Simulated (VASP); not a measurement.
Wanted: the native input for a VASP 6.6.1 run.

```
Task                   : single point
Functional             : PBE
Dispersion             : D3(BJ)
Potentials or basis    : VASP PAW PBE potentials, release 64 (B, O)
Cutoff                 : 520 eV
k mesh                 : 21 × 21 × 6
Occupations            : gaussian, width 0.15 eV
Spin                   : no spin polarisation
Dipole correction      : no
Further INCAR settings : ALGO = Normal; EDIFF = 1e-07; NBANDS = 21
```

The structure of B2O lies in POSCAR:

```
B2O
1.0
    2.6117563859      0.0000000000      0.0000000000
   -1.3058781930      2.2618473787      0.0000000000
    0.0000000000      0.0000000000      9.9292508120
B O
4 2
Direct
    0.0000000000      0.0000000000      0.4099026039
    0.0000000000      0.0000000000      0.5900973961
    0.6666666667      0.3333333333      0.0293462865
    0.3333333333      0.6666666667      0.9706537135
    0.6666666667      0.3333333333      0.3525784977
    0.3333333333      0.6666666667      0.6474215023
```

This cell differs from its parent crystal: volume 9.776 Å^3 an atom, c/a of the conventional cell 3.8018.

The input as run:

INCAR

```
  PREC = Accurate
  ENCUT = 520
  EDIFF = 1E-7
  ISMEAR = 0
  SIGMA = 0.15
  LREAL = F
  LASPH = T
  NELM = 100
  ALGO = Normal
  ISIF = 2
  LWAVE = F
  LCHARG = F
  GGA = PE
  IVDW = 12
  NBANDS = 21
```

KPOINTS

```
Automatic mesh
0
Gamma
  21 21 6
```

Potentials or basis: VASP PAW PBE potentials, release 64 (B, O).

Command:

```console
$ cat potpaw_PBE.64/B/POTCAR potpaw_PBE.64/O/POTCAR > POTCAR
$ mpirun -np 1 vasp_std > vasp.out
```

It gave:

```yaml
Pressure: -11.5 GPa
Largest_force: 0.973 eV/Å
Band_gap_on_the_k_mesh: zero (band 12 reaches 7.13 eV, above the bottom of band 13 at 2.90 eV)
Dispersion_energy_per_atom: -0.123 eV
```

Wall time 6.4 min on 1 thread of Intel(R) Xeon(R) Platinum 8259CL CPU @ 2.50GHz (Skylake/Cascade Lake), on a shared host, peak memory 0.36 GiB.
